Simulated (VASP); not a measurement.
A run of VASP 6.6.1:

Contents of POSCAR:

```
GaAs
1.0
    0.0000000000      2.8268500000      2.8268500000
    2.8268500000      0.0000000000      2.8268500000
    2.8268500000      2.8268500000      0.0000000000
As Ga
1 1
Direct
    0.2500000000      0.2500000000      0.2500000000
    0.0000000000      0.0000000000      0.0000000000
```

INCAR.step1

```
  PREC = Accurate
  ENCUT = 440
  EDIFF = 1E-5
  ISMEAR = 1
  SIGMA = 0.1
  LREAL = F
  LASPH = T
  NELM = 120
  ALGO = Normal
  ISIF = 2
  LWAVE = T
  LCHARG = F
  NBANDS = 16
  GGA = PE
  GGA_COMPAT = F
```

INCAR.step2

```
  PREC = Accurate
  ENCUT = 440
  EDIFF = 1E-6
  ISMEAR = 1
  SIGMA = 0.1
  LREAL = F
  LASPH = T
  NELM = 120
  ALGO = Normal
  ISIF = 2
  LWAVE = F
  LCHARG = F
  METAGGA = R2SCAN
  LHFCALC = T
  AEXX = 0.1
  LMIXTAU = T
  PRECFOCK = Normal
  IVDW = 13
  VDW_S6 = 1.0
  VDW_S8 = 0.8324
  VDW_A1 = 0.4944
  VDW_A2 = 5.9019
  NBANDS = 16
  ISTART = 1
  GGA_COMPAT = F
```

Contents of KPOINTS:

```
regular mesh
0
Gamma
  5 5 5
```

Potentials or basis: VASP PAW PBE potentials, release 64 (As, Ga_d).

Run with:

```sh
$ cat potpaw_PBE.64/As/POTCAR potpaw_PBE.64/Ga_d/POTCAR > POTCAR
$ cp INCAR.step1 INCAR
$ mpirun -np 1 vasp_std > vasp.out
$ cp INCAR.step2 INCAR
$ mpirun -np 1 vasp_std > vasp.out
```

Hardware: 1 thread of AMD EPYC 7R13 Processor (Zen 3), with other jobs on the host.

Question: How long does it take, and how much memory?

Answer: Wall time 15 min on 1 thread of AMD EPYC 7R13 Processor (Zen 3), with other jobs on the host, peak memory 0.15 GiB. Counts: k points 10.
